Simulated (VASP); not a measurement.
Set up this calculation in VASP 6.6.1, as the native input.

| Item | Value |
| --- | --- |
| Task | single point |
| Functional | PBEsol |
| Potentials or basis | VASP PAW PBE potentials, release 64 (Ge_d) |
| Cutoff | 520 eV |
| k mesh | 6 × 6 × 6 |
| Occupations | fermi-dirac, width 0.1 eV |
| Spin | no spin polarisation |
| Dipole correction | no |
| Further INCAR settings | ALGO = Normal; EDIFF = 1e-06; NBANDS = 21 |

The structure of Ge lies in POSCAR:

```
Ge
1.0
    0.0000000000      2.8752938178      2.8752938178
    2.8752938178      0.0000000000      2.8752938178
    2.8752938178      2.8752938178      0.0000000000
Ge
2
Direct
    0.0000000000      0.0000000000      0.0000000000
    0.2500000000      0.2500000000      0.2500000000
```

These files were run (other wordings do the same):

INCAR

```
ALGO     = Normal         # electronic algorithm
EDIFF    = 1E-6           # SCF threshold, eV
ENCUT    = 520            # plane-wave cutoff, eV
GGA      = PS             # functional
ISIF     = 2              # what is computed and relaxed
ISMEAR   = -1             # smearing method
LASPH    = True           # aspherical terms in the spheres
LCHARG   = False          # write CHGCAR
LREAL    = False          # projectors in reciprocal space
LWAVE    = False          # write WAVECAR
NBANDS   = 21             # bands
NELM     = 60             # most SCF steps
PREC     = Accurate       # precision mode
SIGMA    = 0.1            # smearing width, eV
```

KPOINTS

```
k-points
0
Gamma
  6 6 6
```

Potentials or basis: VASP PAW PBE potentials, release 64 (Ge_d).

Command:

```console
$ cat potpaw_PBE.64/Ge_d/POTCAR > POTCAR
$ mpirun -np 1 vasp_std > vasp.out
```

Results of the run:

```json
{"Pressure": "-2.6 GPa", "Band gap on the k mesh": "zero (band 14 reaches 4.41 eV, above the bottom of band 15 at 4.38 eV)"}
```

Caveat: the PAW data sets were made with another functional, which shifts forces and pressure a little.

It took 17 s on 1 thread of Intel(R) Xeon(R) Platinum 8488C (Sapphire Rapids), on a shared host, peak memory 0.16 GiB.
